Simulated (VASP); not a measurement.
# InPd (Pm-3m) in VASP: notebook

The runs below take InPd through single point, with PBEsol, HSE06, PBE0.

All numbers are computed with VASP 6.6.1; they aren't measurements. Logs are shortened: lines on timing, memory, paths and dates and some standing lists are left out, and cuts for length are marked.

### 1 The cell of the first run

It takes space group Pm-3m (No. 221, cubic). Conventional cell: a = 3.272 Å, b = 3.272 Å, c = 3.272 Å, α = 90.00°, β = 90.00°, γ = 90.00°. Within 3.7 Å of In (site symmetry m-3m) lie 8 Pd at 2.83 Å and 6 In at 3.27 Å. Within 3.7 Å of Pd (site symmetry m-3m) lie 8 In at 2.83 Å and 6 Pd at 3.27 Å.

### 2 Single point, PBEsol, non-collinear spin, zero start, spin-orbit coupling

Contents of INCAR:

```
SYSTEM = InPd
ALGO     = Normal         ! electronic algorithm
EDIFF    = 1E-7           ! SCF threshold, eV
ENCUT    = 520            ! plane-wave cutoff, eV
GGA      = PS             ! functional
GGA_COMPAT= .False.      
ISIF     = 2              ! what is computed and relaxed
ISMEAR   = -1             ! smearing method
LASPH    = .True.         ! aspherical terms in the spheres
LCHARG   = .True.         ! write CHGCAR
LMAXMIX  = 4              ! l up to which the mixer works
LORBIT   = 11             ! projections on sites
LORBMOM  = .True.       
LREAL    = .False.        ! projectors in reciprocal space
LSORBIT  = .True.         ! spin-orbit coupling
LVHAR    = .True.       
LWAVE    = .False.        ! write WAVECAR
MAGMOM   = 0 0 0 0 0 0    ! initial moments
NBANDS   = 35             ! bands
NELM     = 150            ! most SCF steps
PREC     = Accurate       ! precision mode
SIGMA    = 0.05           ! smearing width, eV
```

Contents of KPOINTS:

```
k-points
0
Gamma
  6 6 6
  0 0 0
```

Contents of POSCAR:

```
InPd
1.0
    3.2718847800      0.0000000000      0.0000000000
    0.0000000000      3.2718847800      0.0000000000
    0.0000000000      0.0000000000      3.2718847800
In Pd
1 1
Direct
    0.0000000000      0.0000000000      0.0000000000
    0.5000000000      0.5000000000      0.5000000000
```

Potentials or basis: VASP PAW PBE potentials, release 64 (In_d, Pd).

Launch:

```sh
$ cat potpaw_PBE.64/In_d/POTCAR potpaw_PBE.64/Pd/POTCAR > POTCAR
$ mpirun -np 1 vasp_ncl > vasp.out
```

OUTCAR:

```text
SYSTEM = InPd
   EDIFF = 1E-7
   ENCUT = 520
   GGA = PS
   ISIF = 2
   ISMEAR = -1
   LASPH = .True.
   LORBIT = 11
   LREAL = .False.
   LSORBIT = .True.
   NELM = 150
   PREC = Accurate

 ion  position               nearest neighbor table
   1  0.000  0.000  0.000-   2 2.83   2 2.83   2 2.83   2 2.83   2 2.83   2 2.83   2 2.83   2 2.83

   2  0.500  0.500  0.500-   1 2.83   1 2.83   1 2.83   1 2.83   1 2.83   1 2.83   1 2.83   1 2.83

  LATTYP: Found a simple cubic cell.
 ALAT       =     3.2718847800

  Lattice vectors:

 A1 = (   3.2718847800,   0.0000000000,   0.0000000000)
 A2 = (   0.0000000000,   3.2718847800,   0.0000000000)
 A3 = (   0.0000000000,   0.0000000000,   3.2718847800)

Analysis of symmetry for initial positions (statically):
=====================================================================
 Subroutine PRICEL returns:
 Original cell was already a primitive cell.

 Routine SETGRP: Setting up the symmetry group for a
 simple cubic supercell.

 Subroutine GETGRP returns: Found 48 space group operations
 (whereof 48 operations were pure point group operations)
 out of a pool of 48 trial point group operations.

The static configuration has the point symmetry O_h .

Analysis of symmetry for dynamics (positions and initial velocities):
=====================================================================
 Subroutine PRICEL returns:
 Original cell was already a primitive cell.

 Routine SETGRP: Setting up the symmetry group for a
 simple cubic supercell.

 Subroutine GETGRP returns: Found 48 space group operations
 (whereof 48 operations were pure point group operations)
 out of a pool of 48 trial point group operations.

The dynamic configuration has the point symmetry O_h .

Analysis of structural, dynamic, and magnetic symmetry:
=====================================================================
 Subroutine PRICEL returns:
 Original cell was already a primitive cell.

 Routine SETGRP: Setting up the symmetry group for a
 simple cubic supercell.

 Subroutine GETGRP returns: Found 48 space group operations
 (whereof 48 operations were pure point group operations)
 out of a pool of 48 trial point group operations.

The overall configuration has the point symmetry O_h .

 Subroutine INISYM returns: Found 48 space group operations
 (whereof 48 operations are pure point group operations),
 and found     1 'primitive' translations

----------------------------------------------------------------------------------------

                                     Primitive cell

  volume of cell :      35.0263

  direct lattice vectors                    reciprocal lattice vectors
     3.271884780  0.000000000  0.000000000     0.305634234  0.000000000  0.000000000
     0.000000000  3.271884780  0.000000000     0.000000000  0.305634234  0.000000000
     0.000000000  0.000000000  3.271884780     0.000000000  0.000000000  0.305634234

  length of vectors
     3.271884780  3.271884780  3.271884780     0.305634234  0.305634234  0.305634234

  position of ions in fractional coordinates (direct lattice)
     0.000000000  0.000000000  0.000000000
     0.500000000  0.500000000  0.500000000

  ion indices of the primitive-cell ions
   primitive index   ion index
                 1           1
                 2           2

----------------------------------------------------------------------------------------

 KPOINTS: k-points

Automatic generation of k-mesh.
 Grid dimensions read from file:
 generate k-points for:    6    6    6

 Generating k-lattice:

  Cartesian coordinates                     Fractional coordinates (reciprocal lattice)
[... 88 lines left out ...]
 maximum number of plane-waves:      1936
   NGX = 13   NGY = 13   NGZ = 13

 number of electron      23.0000000 magnetization       0.0000000      0.0000000      0.0000000

 number of electron      22.9999997 magnetization       0.0000000     -0.0000000     -0.0000000

 number of electron      22.9999997 magnetization       0.0000000      0.0000000     -0.0000000

[... 42 lines left out ...]
      1.63594      1.63594      1.63594         0.000000      0.000000      0.000000
 -----------------------------------------------------------------------------------
    total drift:                                0.000000     -0.000000     -0.000000

  FREE ENERGIE OF THE ION-ELECTRON SYSTEM (eV)
  ---------------------------------------------------
  free  energy   TOTEN  =       -10.0372014564 eV

  energy  without entropy=      -10.0310465079  energy(sigma->0) =      -10.03412398

 orbital moment (x)

 # of ion     p       d       tot
 ----------------------------------------
  1         0.000  -0.000  -0.000
  2        -0.000  -0.000  -0.000
 ----------------------------------------
           -0.000  -0.000  -0.000

 orbital moment (y)

 # of ion     p       d       tot
 ----------------------------------------
  1         0.000  -0.000  -0.000
  2         0.000   0.000   0.000
 ----------------------------------------
            0.000   0.000   0.000

 orbital moment (z)

 # of ion     p       d       tot
 ----------------------------------------
  1         0.000   0.000   0.000
  2         0.000   0.000   0.000
 ----------------------------------------
            0.000   0.000   0.000

 Spin-Orbit-Coupling matrix elements

 Ion:    1  E_soc:     -0.0720658
 l=   1
     0.0000000    -0.0054047    -0.0054047
    -0.0054047     0.0000000    -0.0054047
    -0.0054047    -0.0054047     0.0000000
 l=   2
     0.0000000    -0.0013979     0.0000000    -0.0013979    -0.0052084
    -0.0013979     0.0000000    -0.0039063    -0.0013979    -0.0013021
     0.0000000    -0.0039063     0.0000000    -0.0039063     0.0000000
    -0.0013979    -0.0013979    -0.0039063     0.0000000    -0.0013021
    -0.0052084    -0.0013021     0.0000000    -0.0013021     0.0000000
 l=   3
     0.0000000     0.0000000     0.0000000     0.0000000     0.0000000     0.0000000     0.0000000
     0.0000000     0.0000000     0.0000000     0.0000000     0.0000000     0.0000000     0.0000000
     0.0000000     0.0000000     0.0000000     0.0000000     0.0000000     0.0000000     0.0000000
     0.0000000     0.0000000     0.0000000     0.0000000     0.0000000     0.0000000     0.0000000
     0.0000000     0.0000000     0.0000000     0.0000000     0.0000000     0.0000000     0.0000000
     0.0000000     0.0000000     0.0000000     0.0000000     0.0000000     0.0000000     0.0000000
     0.0000000     0.0000000     0.0000000     0.0000000     0.0000000     0.0000000     0.0000000

 Ion:    2  E_soc:     -0.0626378
 l=   1
     0.0000000    -0.0017834    -0.0017834
    -0.0017834     0.0000000    -0.0017834
    -0.0017834    -0.0017834     0.0000000
 l=   2
     0.0000000    -0.0015027     0.0000000    -0.0015027    -0.0071536
    -0.0015027     0.0000000    -0.0053652    -0.0015027    -0.0017884
     0.0000000    -0.0053652     0.0000000    -0.0053652     0.0000000
    -0.0015027    -0.0015027    -0.0053652     0.0000000    -0.0017884
    -0.0071536    -0.0017884     0.0000000    -0.0017884     0.0000000
 l=   3
     0.0000000     0.0000000     0.0000000     0.0000000     0.0000000     0.0000000     0.0000000
     0.0000000     0.0000000     0.0000000     0.0000000     0.0000000     0.0000000     0.0000000
     0.0000000     0.0000000     0.0000000     0.0000000     0.0000000     0.0000000     0.0000000
     0.0000000     0.0000000     0.0000000     0.0000000     0.0000000     0.0000000     0.0000000
     0.0000000     0.0000000     0.0000000     0.0000000     0.0000000     0.0000000     0.0000000
     0.0000000     0.0000000     0.0000000     0.0000000     0.0000000     0.0000000     0.0000000
     0.0000000     0.0000000     0.0000000     0.0000000     0.0000000     0.0000000     0.0000000

 total charge

# of ion       s       p       d       tot
------------------------------------------
    1        0.812   0.743   9.899  11.454
    2        0.413   0.423   8.631   9.467
--------------------------------------------------
tot          1.226   1.166  18.530  20.921

 magnetization (x)

# of ion       s       p       d       tot
------------------------------------------
    1        0.000   0.000   0.000   0.000
    2        0.000   0.000   0.000   0.000
--------------------------------------------------
tot          0.000   0.000   0.000   0.000

 magnetization (y)

# of ion       s       p       d       tot
------------------------------------------
    1       -0.000  -0.000  -0.000  -0.000
    2        0.000  -0.000   0.000   0.000
--------------------------------------------------
tot          0.000  -0.000   0.000   0.000

 magnetization (z)

# of ion       s       p       d       tot
------------------------------------------
    1        0.000   0.000  -0.000   0.000
    2        0.000  -0.000   0.000  -0.000
--------------------------------------------------
tot          0.000  -0.000  -0.000  -0.000
```

Wall time 65 s (1 thread of Intel Xeon 8259CL, shared host); peak memory 0.22 GiB.

Results:

| Property | Result |
| --- | --- |
| Free energy | -10.0372 eV |
| Pressure | -2.7 GPa |
| Net moment | 0.00 μB per cell |
| Valence electrons inside the program's atomic spheres | In 11.45; Pd 9.47 |

Moments on the atoms (μB; x, y, z):
```
In  0.00 0.00 0.00
Pd  0.00 0.00 0.00
```

Caveat: the PAW data sets were made with another functional, which shifts forces and pressure a little.

### 3 Single point, HSE06

This run uses another cell than the first one, of 18.21 Å³/atom.

Contents of POSCAR:

```
InPd
1.0
    3.3149408331      0.0000000000      0.0000000000
    0.0000000000      3.3149408331      0.0000000000
    0.0000000000      0.0000000000      3.3149408331
In Pd
1 1
Direct
    0.0000000000      0.0000000000      0.0000000000
    0.5000000000      0.5000000000      0.5000000000
```

Contents of INCAR.step1:

```
ALGO     = Normal         # electronic algorithm
EDIFF    = 1E-5           # SCF threshold, eV
ENCUT    = 520            # plane-wave cutoff, eV
GGA      = PE             # functional
ISIF     = 2              # what is computed and relaxed
ISMEAR   = -1             # smearing method
LASPH    = T              # aspherical terms in the spheres
LCHARG   = F              # write CHGCAR
LREAL    = F              # projectors in reciprocal space
LWAVE    = T              # write WAVECAR
NBANDS   = 18             # bands
NELM     = 60             # most SCF steps
PREC     = Accurate       # precision mode
SIGMA    = 0.05           # smearing width, eV
```

Contents of INCAR.step2:

```
ALGO     = Normal         # electronic algorithm
EDIFF    = 1E-6           # SCF threshold, eV
ENCUT    = 520            # plane-wave cutoff, eV
GGA      = PE             # functional
HFSCREEN = 0.2079         # screening, 1/A
ISIF     = 2              # what is computed and relaxed
ISMEAR   = -1             # smearing method
ISTART   = 1            
LASPH    = T              # aspherical terms in the spheres
LCHARG   = F              # write CHGCAR
LHFCALC  = T              # exact exchange
LREAL    = F              # projectors in reciprocal space
LWAVE    = F              # write WAVECAR
NBANDS   = 18             # bands
NELM     = 60             # most SCF steps
PREC     = Accurate       # precision mode
PRECFOCK = Normal       
SIGMA    = 0.05           # smearing width, eV
```

Contents of KPOINTS:

```
k-points
0
Gamma
  6 6 6
```

Potentials or basis: VASP PAW PBE potentials, release 64 (In_d, Pd).

Launch:

```sh
$ cat potpaw_PBE.64/In_d/POTCAR potpaw_PBE.64/Pd/POTCAR > POTCAR
$ cp INCAR.step1 INCAR
$ mpirun -np 1 vasp_std > vasp.out
$ cp INCAR.step2 INCAR
$ mpirun -np 1 vasp_std > vasp.out
```

Run time: 46 min. Hardware: 1 thread of AMD EPYC 9R14 (Zen 4), shared host; peak memory 0.25 GiB.

It converged, with:

- Free energy: -10.2690 eV
- Pressure: -4.3 GPa
- Band gap on the k mesh: zero (an odd number of electrons rules out a gap without spin polarisation)

Levels at points of the mesh, in eV from the Fermi level:
```csv
k point,band 8,band 9,band 10,band 11,band 12,band 13,band 14,band 15
"(0.00, 0.00, 0.00)",-4.66,-2.96,-2.96,-2.96,4.76,4.76,4.76,10.21
"(0.50, 0.00, 0.00)",-4.61,-3.95,-3.95,-3.03,-1.63,10.21,10.21,10.43
"(0.50, 0.50, 0.00)",-3.40,-3.40,-2.46,-2.43,-2.43,1.56,2.88,10.16
"(0.50, 0.50, 0.50)",-5.57,-2.41,-2.41,0.28,4.17,4.17,4.17,4.72
```

Caveat: the cell stands under tension; the PAW data sets were made with another functional, which shifts forces and pressure a little; spin-orbit coupling is left out, which moves the levels of the heavy elements.

### 4 Single point, HSE06

Contents of POSCAR:

```
InPd
1.0
    3.2718847800      0.0000000000      0.0000000000
    0.0000000000      3.2718847800      0.0000000000
    0.0000000000      0.0000000000      3.2718847800
In Pd
1 1
Direct
    0.0000000000      0.0000000000      0.0000000000
    0.5000000000      0.5000000000      0.5000000000
```

Contents of INCAR.step1:

```
SYSTEM = InPd
PREC     = Accurate       ! precision mode
ENCUT    = 520            ! plane-wave cutoff, eV
EDIFF    = 1E-5           ! SCF threshold, eV
ISMEAR   = -1             ! smearing method
SIGMA    = 0.05           ! smearing width, eV
LREAL    = .False.        ! projectors in reciprocal space
LASPH    = .True.         ! aspherical terms in the spheres
NELM     = 100            ! most SCF steps
ALGO     = Normal         ! electronic algorithm
ISIF     = 2              ! what is computed and relaxed
LWAVE    = .True.         ! write WAVECAR
NBANDS   = 18             ! bands
GGA      = PE             ! functional
```

Contents of INCAR.step2:

```
SYSTEM = InPd
PREC     = Accurate       ! precision mode
ENCUT    = 520            ! plane-wave cutoff, eV
EDIFF    = 1E-6           ! SCF threshold, eV
ISMEAR   = -1             ! smearing method
SIGMA    = 0.05           ! smearing width, eV
LREAL    = .False.        ! projectors in reciprocal space
LASPH    = .True.         ! aspherical terms in the spheres
NELM     = 100            ! most SCF steps
ALGO     = Normal         ! electronic algorithm
ISIF     = 2              ! what is computed and relaxed
LWAVE    = .False.        ! write WAVECAR
LCHARG   = .True.         ! write CHGCAR
GGA      = PE             ! functional
LHFCALC  = .True.         ! exact exchange
HFSCREEN = 0.2079         ! screening, 1/A
PRECFOCK = Normal       
LELF     = .True.         ! ELF
LVHAR    = .True.       
NBANDS   = 18             ! bands
ISTART   = 1
```

Contents of KPOINTS:

```
Automatic mesh
0
Gamma
  6 6 6
  0 0 0
```

Launch:

```sh
$ cat potpaw_PBE.64/In_d/POTCAR potpaw_PBE.64/Pd/POTCAR > POTCAR
$ cp INCAR.step1 INCAR
$ mpirun -np 1 vasp_std > vasp.out
$ cp INCAR.step2 INCAR
$ mpirun -np 1 vasp_std > vasp.out
```

It took 51 min on 1 thread of Oxide Virtual Turin-like, shared host; peak memory 0.24 GiB.

Results (log left out):

```
Free energy            : -10.2862 eV
Pressure               : 0.2 GPa
Band gap on the k mesh : zero (an odd number of electrons rules out a gap without spin polarisation)
```

Levels at points of the mesh, in eV from the Fermi level:
```
           k point  band 9  band 10  band 11  band 12  band 13  band 14
(0.00, 0.00, 0.00)   -3.07    -3.07    -3.07     4.83     4.83     4.83
(0.50, 0.00, 0.00)   -4.14    -4.14    -3.15    -1.68    10.57    10.57
(0.50, 0.50, 0.00)   -3.53    -2.60    -2.60    -2.54     1.77     3.00
(0.50, 0.50, 0.50)   -2.48    -2.48     0.47     4.21     4.21     4.21
```

Caveat: the PAW data sets were made with another functional, which shifts forces and pressure a little; spin-orbit coupling is left out, which moves the levels of the heavy elements.

### 5 Single point, PBE0

This run uses another cell than the first one, of 17.86 Å³/atom.

Contents of POSCAR:

```
InPd
1.0
    3.2935535226      0.0000000000      0.0000000000
    0.0000000000      3.2935535226      0.0000000000
    0.0000000000      0.0000000000      3.2935535226
In Pd
1 1
Direct
    0.0000000000      0.0000000000      0.0000000000
    0.5000000000      0.5000000000      0.5000000000
```

Contents of INCAR.step1:

```
  PREC = Accurate
  ENCUT = 520
  EDIFF = 1E-5
  ISMEAR = -1
  SIGMA = 0.05
  LREAL = False
  LASPH = True
  NELM = 100
  ALGO = Normal
  ISIF = 2
  LWAVE = True
  LCHARG = False
  GGA = PE
  NBANDS = 18
```

Contents of INCAR.step2:

```
  PREC = Accurate
  ENCUT = 520
  EDIFF = 1E-7
  ISMEAR = -1
  SIGMA = 0.05
  LREAL = False
  LASPH = True
  NELM = 100
  ALGO = Normal
  ISIF = 2
  LWAVE = False
  LCHARG = False
  GGA = PE
  LHFCALC = True
  AEXX = 0.25
  PRECFOCK = Normal
  ISTART = 1
  NBANDS = 18
```

Contents of KPOINTS:

```
Automatic mesh
0
Gamma
  6 6 6
```

Launch:

```sh
$ cat potpaw_PBE.64/In_d/POTCAR potpaw_PBE.64/Pd/POTCAR > POTCAR
$ cp INCAR.step1 INCAR
$ mpirun -np 1 vasp_std > vasp.out
$ cp INCAR.step2 INCAR
$ mpirun -np 1 vasp_std > vasp.out
```

Wall time 65 min (1 thread of Oxide Virtual Turin-like, shared host); peak memory 0.14 GiB.

The run converged. Its results:

```yaml
Free_energy: -11.1678 eV
Pressure: -2.4 GPa
Band_gap_on_the_k_mesh: zero (an odd number of electrons rules out a gap without spin polarisation)
```

Levels at points of the mesh, in eV from the Fermi level:
| k point | band 8 | band 9 | band 10 | band 11 | band 12 | band 13 | band 14 | band 15 |
| --- | --- | --- | --- | --- | --- | --- | --- | --- |
| (0.00, 0.00, 0.00) | -5.35 | -3.59 | -3.59 | -3.59 | 4.98 | 4.98 | 4.98 | 10.70 |
| (0.50, 0.00, 0.00) | -5.32 | -4.63 | -4.63 | -3.67 | -2.22 | 10.60 | 10.60 | 10.69 |
| (0.50, 0.50, 0.00) | -4.04 | -4.04 | -3.08 | -3.07 | -3.07 | 1.82 | 3.11 | 10.52 |
| (0.50, 0.50, 0.50) | -6.29 | -3.01 | -3.01 | 0.53 | 4.36 | 4.36 | 4.36 | 4.99 |

Caveat: the PAW data sets were made with another functional, which shifts forces and pressure a little; spin-orbit coupling is left out, which moves the levels of the heavy elements.

### 6 Summary

```tsv
level	spin	cell	grid for exact exchange (PRECFOCK)	share of exact exchange	screening parameter	gap on the mesh (eV)	pressure (GPa)
PBEsol	non-collinear, zero start, SOC	a = 3.272 Å, 2 atoms	-	-	-	-	-2.7
HSE06	off	a = 3.315 Å, 2 atoms	Normal	0.25	0.2079 1/Å	none	-4.3
HSE06	off	a = 3.272 Å, 2 atoms	Normal	0.25	0.2079 1/Å	none	0.2
PBE0	off	a = 3.294 Å, 2 atoms	Normal	0.25	-	none	-2.4
```

Alike in all rows: task single point; potentials or basis VASP PAW PBE potentials, release 64 (In_d, Pd); k mesh 6 × 6 × 6; cutoff (eV) 520; smearing fermi-dirac 0.05 eV.

Caveats: the PAW data sets were made with another functional, which shifts forces and pressure a little; spin-orbit coupling is left out, which moves the levels of the heavy elements (at least some runs); the cell stands under tension (at least some runs).

Total energies depend on the potentials used, so only differences within one code and one set of settings carry meaning.
